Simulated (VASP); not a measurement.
# BaSi3 (Pm-3m) in VASP: a series of runs, part 2 of 2

VASP 6.6.1. Earlier steps stand in the parts before.

**3. Single point, PBEsol (21.93 Å³/atom)**

This run uses another cell than the first one, of 21.93 Å³/atom.

File INCAR:

```
PREC = Accurate ; ENCUT = 520
EDIFF = 1E-6 ; ISMEAR = 0
SIGMA = 0.05 ; LREAL = False
LASPH = True ; NELM = 60
ALGO = Normal ; ISIF = 2
LWAVE = False ; LCHARG = False
GGA = PS ; NBANDS = 19
```

File KPOINTS:

```
regular mesh
0
Gamma
  8 8 8
```

File POSCAR:

```
BaSi3
1.0
    4.4435360777      0.0000000000      0.0000000000
    0.0000000000      4.4435360777      0.0000000000
    0.0000000000      0.0000000000      4.4435360777
Ba Si
1 3
Direct
    0.0000000000      0.0000000000      0.0000000000
    0.0000000000      0.5000000000      0.5000000000
    0.5000000000      0.5000000000      0.0000000000
    0.5000000000      0.0000000000      0.5000000000
```

Potentials or basis: VASP PAW PBE potentials, release 64 (Ba_sv, Si).

On the command line:

```sh
cat potpaw_PBE.64/Ba_sv/POTCAR potpaw_PBE.64/Si/POTCAR > POTCAR
mpirun -np 1 vasp_std > vasp.out
```

OUTCAR:

```text
PREC = Accurate
   ENCUT = 520
   EDIFF = 1E-6
   ISMEAR = 0
   LREAL = False
   LASPH = True
   NELM = 60
   ISIF = 2
   GGA = PS

 ion  position               nearest neighbor table
   1  0.000  0.000  0.000-   2 3.14   3 3.14   4 3.14   2 3.14   4 3.14   2 3.14   3 3.14   2 3.14
                             3 3.14   4 3.14   4 3.14   3 3.14
   2  0.000  0.500  0.500-   1 3.14   3 3.14   4 3.14   1 3.14   3 3.14   1 3.14   4 3.14   1 3.14
                             3 3.14   4 3.14   3 3.14   4 3.14
   3  0.500  0.500  0.000-   1 3.14   2 3.14   4 3.14   2 3.14   4 3.14   1 3.14   4 3.14   4 3.14
                             1 3.14   2 3.14   2 3.14   1 3.14
   4  0.500  0.000  0.500-   1 3.14   2 3.14   3 3.14   1 3.14   3 3.14   2 3.14   3 3.14   3 3.14
                             1 3.14   2 3.14   1 3.14   2 3.14

  LATTYP: Found a simple cubic cell.
 ALAT       =     4.4435360777

  Lattice vectors:

 A1 = (   4.4435360777,   0.0000000000,   0.0000000000)
 A2 = (   0.0000000000,   4.4435360777,   0.0000000000)
 A3 = (   0.0000000000,   0.0000000000,   4.4435360777)

Analysis of symmetry for initial positions (statically):
=====================================================================
 Subroutine PRICEL returns:
 Original cell was already a primitive cell.

 Routine SETGRP: Setting up the symmetry group for a
 simple cubic supercell.

 Subroutine GETGRP returns: Found 48 space group operations
 (whereof 48 operations were pure point group operations)
 out of a pool of 48 trial point group operations.

The static configuration has the point symmetry O_h .

Analysis of symmetry for dynamics (positions and initial velocities):
=====================================================================
 Subroutine PRICEL returns:
 Original cell was already a primitive cell.

 Routine SETGRP: Setting up the symmetry group for a
 simple cubic supercell.

 Subroutine GETGRP returns: Found 48 space group operations
 (whereof 48 operations were pure point group operations)
 out of a pool of 48 trial point group operations.
[... 127 lines left out ...]
  Fermi-wavevector in a.u.,A,eV,Ry     =   1.032334  1.950829 14.499920  1.065714
  Thomas-Fermi vector in A             =   2.166527
   LORBIT       =      0    0 simple, 1 ext, 2 COOP (PROOUT), +10 PAW based schemes
   GGA     = PS    functional components
   LHFCALC =     F    Hartree Fock is set to
   AEXX    =    0.0000 exact exchange contribution
   IVDW    =     0    specifies the selected vdW correction
   LEPSILON=     F    determine dielectric tensor
   LRPA    =     F    only Hartree local field effects (RPA)
 non-spin polarized calculation
 Gauss-broadening in eV      SIGMA  =   0.05
  energy-cutoff  :      520.00
  volume of cell :       87.74
 maximum number of plane-waves:      2392
 NGX is ok and might be reduce to    36

 number of electron      22.0000002 magnetization

 Free energy of the ion-electron system (eV)
  ---------------------------------------------------
  ext. energy  EPLUGINS =         0.00000000
  ---------------------------------------------------
  free energy    TOTEN  =       -18.19805172 eV

  energy without entropy =      -18.19540023  energy(sigma->0) =      -18.19672597

 E-fermi :   5.4949     XC(G=0): -10.1955

 val. band max:        5.4793480631   @ k =   0.3750   0.1250   0.0000
 cond. band min:       5.5040484563   @ k =   0.5000   0.1250   0.0000
 fundamental gap:      0.0247003932
 Fermi energy:         5.4949312543

 k-point     1 :       0.0000    0.0000    0.0000
  band No.  band energies     occupation
      1     -20.9905      2.00000
      2      -6.5126      2.00000
      3      -6.5126      2.00000
      4      -6.5126      2.00000
      5      -4.4553      2.00000
      6       0.3395      2.00000
[... 505 lines left out ...]
      6      -0.8862      2.00000
[... 11 lines left out ...]
     18      11.6563      0.00000
     19      12.2371      0.00000

 [... further k-points ...]

------------------------ aborting loop because EDIFF is reached ----------------------------------------

  FORCE on cell =-STRESS in cart. coord.  units (eV):
  Direction    XX          YY          ZZ          XY          YZ          ZX
  --------------------------------------------------------------------------------------
  -------------------------------------------------------------------------------------
  Total       -0.0868338     -0.0868338     -0.0868338      0.0000000      0.0000000     -0.0000000
  in kB       -1.5856721     -1.5856721     -1.5856721      0.0000000      0.0000000     -0.0000000
  external PRESSURE =      -1.5856721 kB  Pullay stress =       0.0000000 kB

 VOLUME and BASIS-vectors are now :
 -----------------------------------------------------------------------------
  energy-cutoff  :      520.00
  volume of cell :       87.74
      direct lattice vectors                 reciprocal lattice vectors
     4.443536078  0.000000000  0.000000000     0.225045995  0.000000000  0.000000000
     0.000000000  4.443536078  0.000000000     0.000000000  0.225045995  0.000000000
     0.000000000  0.000000000  4.443536078     0.000000000  0.000000000  0.225045995

 POSITION                                       TOTAL-FORCE (eV/Angst)
 -----------------------------------------------------------------------------------
      0.00000      0.00000      0.00000         0.000000      0.000000      0.000000
      0.00000      2.22177      2.22177         0.000000      0.000000      0.000000
      2.22177      2.22177      0.00000         0.000000      0.000000      0.000000
      2.22177      0.00000      2.22177         0.000000      0.000000      0.000000
 -----------------------------------------------------------------------------------
    total drift:                               -0.000000     -0.000000     -0.000000

  FREE ENERGIE OF THE ION-ELECTRON SYSTEM (eV)
  ---------------------------------------------------
  free  energy   TOTEN  =       -18.1980517164 eV

  energy  without entropy=      -18.1954002282  energy(sigma->0) =      -18.19672597
```

OSZICAR:

```text
N       E                     dE             d eps       ncg     rms          rms(c)
DAV:   1     0.743835056533E+02    0.74384E+02   -0.93346E+03  1330   0.101E+03
DAV:   2    -0.135258436059E+02   -0.87909E+02   -0.85349E+02  1734   0.162E+02
DAV:   3    -0.184803891340E+02   -0.49545E+01   -0.49133E+01  1727   0.350E+01
DAV:   4    -0.185933294782E+02   -0.11294E+00   -0.11279E+00  1842   0.539E+00
DAV:   5    -0.185955603082E+02   -0.22308E-02   -0.22305E-02  1791   0.607E-01    0.962E+00
DAV:   6    -0.182661782118E+02    0.32938E+00   -0.44495E-01  1702   0.263E+00    0.522E+00
DAV:   7    -0.182006321457E+02    0.65546E-01   -0.33594E-01  1720   0.234E+00    0.904E-01
DAV:   8    -0.181979157309E+02    0.27164E-02   -0.31608E-02  1590   0.100E+00    0.222E-01
DAV:   9    -0.181980500436E+02   -0.13431E-03   -0.12692E-03  1601   0.193E-01    0.991E-02
DAV:  10    -0.181980567893E+02   -0.67457E-05   -0.93630E-05  1608   0.639E-02    0.408E-02
DAV:  11    -0.181980522600E+02    0.45293E-05   -0.27738E-05  1648   0.337E-02    0.127E-02
DAV:  12    -0.181980517164E+02    0.54363E-06   -0.18854E-06  1382   0.735E-03
   1 F= -.18198052E+02 E0= -.18196726E+02  d E =-.265149E-02
```

stdout:

```text
POSCAR found type information on POSCAR BaSi
 POSCAR found :  2 types and       4 ions
 scaLAPACK will be used
 -----------------------------------------------------------------------------
|                                                                             |
|                                                                             |
|     You enforced a specific xc type in the INCAR file but a different       |
|     I HOPE YOU KNOW WHAT YOU ARE DOING!                                     |
|                                                                             |
 -----------------------------------------------------------------------------

 LDA part: xc-table for (Slater+PW92), standard interpolation
 POSCAR, INCAR and KPOINTS ok, starting setup
 FFT: planning ... GRIDC
 FFT: planning ... GRID_SOFT
 FFT: planning ... GRID
 WAVECAR not read
 entering main loop
```

Wall time 33 s (1 thread of Intel Xeon Platinum 8488C (Sapphire Rapids), shared host); peak memory 0.23 GiB.

What came out:

```
Free energy            : -18.1981 eV
Pressure               : -0.2 GPa
Band gap on the k mesh : zero (bands 11 and 12 overlap by 2.02 eV)
```

Levels at points of the mesh, in eV from the Fermi level:
| k point | band 9 | band 10 | band 11 | band 12 | band 13 | band 14 |
| --- | --- | --- | --- | --- | --- | --- |
| (0.00, 0.00, 0.00) | -1.87 | -1.87 | 1.72 | 1.72 | 1.72 | 2.77 |
| (0.50, 0.00, 0.00) | -2.48 | -1.76 | 0.55 | 0.55 | 1.03 | 1.24 |
| (0.50, 0.50, 0.00) | -1.21 | -1.21 | -0.60 | -0.20 | 1.35 | 1.35 |
| (0.50, 0.50, 0.50) | -1.34 | -1.34 | -1.34 | 4.36 | 5.06 | 5.06 |

Caveat: the PAW data sets were made with another functional, which shifts forces and pressure a little; spin-orbit coupling is left out, which moves the levels of the heavy elements.

**4. Single point, PBEsol (22.36 Å³/atom)**

This run uses another cell than the first one, of 22.36 Å³/atom.

File INCAR:

```
SYSTEM = BaSi3
  PREC = Accurate
  ENCUT = 520
  EDIFF = 1E-6
  ISMEAR = 0
  SIGMA = 0.05
  LREAL = .False.
  LASPH = .True.
  NELM = 100
  ALGO = Normal
  ISIF = 2
  LWAVE = .False.
  LCHARG = .False.
  GGA = PS
  NBANDS = 19
```

File KPOINTS:

```
regular mesh
0
Gamma
  8 8 8
  0 0 0
```

File POSCAR:

```
BaSi3
1.0
    4.4723910166      0.0000000000      0.0000000000
    0.0000000000      4.4723910166      0.0000000000
    0.0000000000      0.0000000000      4.4723910166
Ba Si
1 3
Direct
    0.0000000000      0.0000000000      0.0000000000
    0.0000000000      0.5000000000      0.5000000000
    0.5000000000      0.5000000000      0.0000000000
    0.5000000000      0.0000000000      0.5000000000
```

On the command line:

```sh
cat potpaw_PBE.64/Ba_sv/POTCAR potpaw_PBE.64/Si/POTCAR > POTCAR
mpirun -np 1 vasp_std > vasp.out
```

It took 38 s on 1 thread of Intel Xeon Platinum 8488C (Sapphire Rapids), shared host; peak memory 0.23 GiB.

The run converged. Its results:

```yaml
Free_energy: -18.1904 eV
Pressure: -1.2 GPa
Band_gap_on_the_k_mesh: zero (bands 11 and 12 overlap by 2.01 eV)
```

Levels at points of the mesh, in eV from the Fermi level:
```csv
k point,band 8,band 9,band 10,band 11,band 12,band 13,band 14,band 15
"(0.00, 0.00, 0.00)",-1.84,-1.84,-1.84,1.70,1.70,1.70,2.80,2.80
"(0.50, 0.00, 0.00)",-2.41,-2.41,-1.69,0.54,0.54,1.02,1.17,3.22
"(0.50, 0.50, 0.00)",-3.59,-1.16,-1.16,-0.60,-0.16,1.31,1.31,3.65
"(0.50, 0.50, 0.50)",-4.49,-1.36,-1.36,-1.36,4.29,4.96,4.96,4.96
```

Caveat: the PAW data sets were made with another functional, which shifts forces and pressure a little; spin-orbit coupling is left out, which moves the levels of the heavy elements.

**5. Single point, PBEsol (22.66 Å³/atom)**

This run uses another cell than the first one, of 22.66 Å³/atom.

File INCAR:

```
ALGO = Normal
EDIFF = 1E-6
ENCUT = 520
GGA = PS
ISIF = 2
ISMEAR = 0
LASPH = T
LCHARG = F
LREAL = F
LWAVE = F
NBANDS = 19
NELM = 80
PREC = Accurate
SIGMA = 0.05
```

File KPOINTS:

```
k-points
0
Gamma
  8 8 8
```

File POSCAR:

```
BaSi3
1.0
    4.4920391727      0.0000000000      0.0000000000
    0.0000000000      4.4920391727      0.0000000000
    0.0000000000      0.0000000000      4.4920391727
Ba Si
1 3
Direct
    0.0000000000      0.0000000000      0.0000000000
    0.0000000000      0.5000000000      0.5000000000
    0.5000000000      0.5000000000      0.0000000000
    0.5000000000      0.0000000000      0.5000000000
```

Potentials or basis: VASP PAW PBE potentials, release 64 (Ba_sv, Si).

On the command line:

```sh
cat potpaw_PBE.64/Ba_sv/POTCAR potpaw_PBE.64/Si/POTCAR > POTCAR
mpirun -np 1 vasp_std > vasp.out
```

OUTCAR:

```text
EDIFF = 1E-6
   ENCUT = 520
   GGA = PS
   ISIF = 2
   ISMEAR = 0
   LASPH = T
   LREAL = F
   NELM = 80
   PREC = Accurate

 ion  position               nearest neighbor table
   1  0.000  0.000  0.000-   2 3.18   3 3.18   4 3.18   2 3.18   4 3.18   2 3.18   3 3.18   2 3.18
                             3 3.18   4 3.18   4 3.18   3 3.18
   2  0.000  0.500  0.500-   1 3.18   1 3.18   1 3.18   1 3.18
   3  0.500  0.500  0.000-   1 3.18   1 3.18   1 3.18   1 3.18
   4  0.500  0.000  0.500-   1 3.18   1 3.18   1 3.18   1 3.18

  LATTYP: Found a simple cubic cell.
 ALAT       =     4.4920391727

  Lattice vectors:

 A1 = (   4.4920391727,   0.0000000000,   0.0000000000)
 A2 = (   0.0000000000,   4.4920391727,   0.0000000000)
 A3 = (   0.0000000000,   0.0000000000,   4.4920391727)

Analysis of symmetry for initial positions (statically):
=====================================================================
 Subroutine PRICEL returns:
 Original cell was already a primitive cell.

 Routine SETGRP: Setting up the symmetry group for a
 simple cubic supercell.

[... 170 lines left out ...]

 E-fermi :   5.1978     XC(G=0): -10.0648

 val. band max:        5.1911145702   @ k =   0.5000   0.1250   0.0000
 cond. band min:       5.2481111635   @ k =   0.1250   0.1250   0.0000
 fundamental gap:      0.0569965933
 Fermi energy:         5.1978364473

 k-point     1 :       0.0000    0.0000    0.0000
  band No.  band energies     occupation
      1     -21.3116      2.00000
      2      -6.8034      2.00000
      3      -6.8034      2.00000
      4      -6.8034      2.00000
      5      -4.5895      2.00000
      6       0.0614      2.00000
[... 505 lines left out ...]
      6      -1.1782      2.00000
[... 11 lines left out ...]
     18      11.2369      0.00000
     19      11.8045      0.00000

 [... further k-points ...]

------------------------ aborting loop because EDIFF is reached ----------------------------------------

  FORCE on cell =-STRESS in cart. coord.  units (eV):
  Direction    XX          YY          ZZ          XY          YZ          ZX
  --------------------------------------------------------------------------------------
  -------------------------------------------------------------------------------------
  Total       -1.0897924     -1.0897924     -1.0897924     -0.0000000     -0.0000000      0.0000000
  in kB      -19.2629932    -19.2629932    -19.2629932     -0.0000000     -0.0000000      0.0000000
  external PRESSURE =     -19.2629932 kB  Pullay stress =       0.0000000 kB

 VOLUME and BASIS-vectors are now :
 -----------------------------------------------------------------------------
  energy-cutoff  :      520.00
  volume of cell :       90.64
      direct lattice vectors                 reciprocal lattice vectors
     4.492039173  0.000000000  0.000000000     0.222616046  0.000000000  0.000000000
     0.000000000  4.492039173  0.000000000     0.000000000  0.222616046  0.000000000
     0.000000000  0.000000000  4.492039173     0.000000000  0.000000000  0.222616046

 POSITION                                       TOTAL-FORCE (eV/Angst)
 -----------------------------------------------------------------------------------
      0.00000      0.00000      0.00000         0.000000      0.000000      0.000000
      0.00000      2.24602      2.24602         0.000000      0.000000      0.000000
      2.24602      2.24602      0.00000         0.000000      0.000000      0.000000
      2.24602      0.00000      2.24602         0.000000      0.000000      0.000000
 -----------------------------------------------------------------------------------
    total drift:                               -0.000000     -0.000000      0.000000

  FREE ENERGIE OF THE ION-ELECTRON SYSTEM (eV)
  ---------------------------------------------------
  free  energy   TOTEN  =       -18.1787135163 eV

  energy  without entropy=      -18.1762021847  energy(sigma->0) =      -18.17745785
```

OSZICAR:

```text
N       E                     dE             d eps       ncg     rms          rms(c)
DAV:   1     0.765932327552E+02    0.76593E+02   -0.92439E+03  1330   0.995E+02
DAV:   2    -0.130540639282E+02   -0.89647E+02   -0.86540E+02  1727   0.156E+02
DAV:   3    -0.184383526319E+02   -0.53843E+01   -0.53444E+01  1741   0.364E+01
DAV:   4    -0.185612247079E+02   -0.12287E+00   -0.12275E+00  1865   0.572E+00
DAV:   5    -0.185639604848E+02   -0.27358E-02   -0.27354E-02  1796   0.668E-01    0.891E+00
DAV:   6    -0.182436196459E+02    0.32034E+00   -0.44216E-01  1713   0.256E+00    0.481E+00
DAV:   7    -0.181809627965E+02    0.62657E-01   -0.32940E-01  1725   0.228E+00    0.853E-01
DAV:   8    -0.181785980530E+02    0.23647E-02   -0.31297E-02  1613   0.985E-01    0.205E-01
DAV:   9    -0.181787091276E+02   -0.11107E-03   -0.11244E-03  1617   0.186E-01    0.982E-02
DAV:  10    -0.181787187442E+02   -0.96166E-05   -0.84545E-05  1692   0.588E-02    0.335E-02
DAV:  11    -0.181787139950E+02    0.47492E-05   -0.28464E-05  1674   0.329E-02    0.108E-02
DAV:  12    -0.181787135163E+02    0.47871E-06   -0.19911E-06  1389   0.754E-03
   1 F= -.18178714E+02 E0= -.18177458E+02  d E =-.251133E-02
```

stdout:

```text
POSCAR found type information on POSCAR BaSi
 POSCAR found :  2 types and       4 ions
 scaLAPACK will be used
 -----------------------------------------------------------------------------
|                                                                             |
|                                                                             |
|     You enforced a specific xc type in the INCAR file but a different       |
|     I HOPE YOU KNOW WHAT YOU ARE DOING!                                     |
|                                                                             |
 -----------------------------------------------------------------------------

 LDA part: xc-table for (Slater+PW92), standard interpolation
 POSCAR, INCAR and KPOINTS ok, starting setup
 FFT: planning ... GRIDC
 FFT: planning ... GRID_SOFT
 FFT: planning ... GRID
 WAVECAR not read
 entering main loop
```

Run time: 38 s. Hardware: 1 thread of Intel Xeon Platinum 8488C (Sapphire Rapids), shared host; peak memory 0.23 GiB.

What came out:

```yaml
Free_energy: -18.1787 eV
Pressure: -1.9 GPa
Band_gap_on_the_k_mesh: zero (bands 11 and 12 overlap by 1.99 eV)
```

Caveat: the PAW data sets were made with another functional, which shifts forces and pressure a little; spin-orbit coupling is left out, which moves the levels of the heavy elements.

**6. Summary**

```csv
cell,smearing,gap on the mesh (eV),pressure (GPa)
"a = 4.414 Å, 4 atoms",tetrahedron,none,1.1
"a = 4.444 Å, 4 atoms",gaussian 0.05 eV,none,-0.2
"a = 4.472 Å, 4 atoms",gaussian 0.05 eV,none,-1.2
"a = 4.492 Å, 4 atoms",gaussian 0.05 eV,none,-1.9
```

Alike in all rows: task single point; level PBEsol; potentials or basis VASP PAW PBE potentials, release 64 (Ba_sv, Si); no spin polarisation; k mesh 8 × 8 × 8; cutoff (eV) 520.

Caveats: the PAW data sets were made with another functional, which shifts forces and pressure a little; spin-orbit coupling is left out, which moves the levels of the heavy elements.

Absolute energies hang on the potentials; compare differences alone.

The gap in the log of VASP goes by the Fermi energy; the results here count the filled bands.